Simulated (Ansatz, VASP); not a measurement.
# Zn in VASP and in Ansatz

```
Zn
1.0
     3.90200    0.00000    0.00000
     0.00000    3.90200    0.00000
     0.00000    0.00000    3.90200
Zn
1
Direct
  0.00000 0.00000 0.00000
```

Alike in both runs: task single point; functional r2SCAN; k mesh 6 × 6 × 6; occupations gaussian, width 0.1 eV; no spin polarisation.

```csv
,VASP,Ansatz
version,VASP 6.6.1,Ansatz 0.2.0
potentials or method,"VASP PAW PBE potentials, release 64 (Zn), cutoff 440 eV","scalar-relativistic, plane waves, PAW"
valence electrons in the cell,12,12
```

Ansatz gave:

```
gap on the k mesh at the Fermi level (eV) : 0.67
```

**Question.** Which values does VASP return?

**Answer.** gap on the k mesh at the Fermi level (eV): 0.68.

VASP's potentials were made for PBE, not for r2SCAN.
